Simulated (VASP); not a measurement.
The system is Fe.

```
Fe
1.0
    -1.74250   -1.74250   -3.48500
     1.74250   -1.74250    0.00000
    -1.74250   -1.74250    0.00000
Fe
2
Direct
  0.00000 0.00000 0.00000
  0.50000 0.50000 0.00000
```

This isn't the form of Fe at room conditions, which is bcc.

Base run:

| Quantity | Value |
| --- | --- |
| Program | VASP 6.6.1 |
| Functional | PBEsol |
| Potentials or basis | VASP PAW PBE potentials, release 64 (Fe) |
| Cutoff | 520 eV |
| k mesh | 7 × 10 × 12 |
| Occupations | fermi-dirac, width 0.1 eV |
| Spin | collinear spin, ferromagnetic start |
| Starting moments | [2.0, 2.0] μB |

Its results: pressure -12.8 GPa; net moment 1.83 μB per cell.

Task: The run is repeated on the same cell with these changes: moments at the start from [2.0, 2.0] to [0.4, 0.4]. What comes out?

Result: Pressure -18.5 GPa; net moment 0.00 μB per cell.

Caveats: the cell stands under tension; the PAW data sets were made with another functional, which shifts forces and pressure a little.
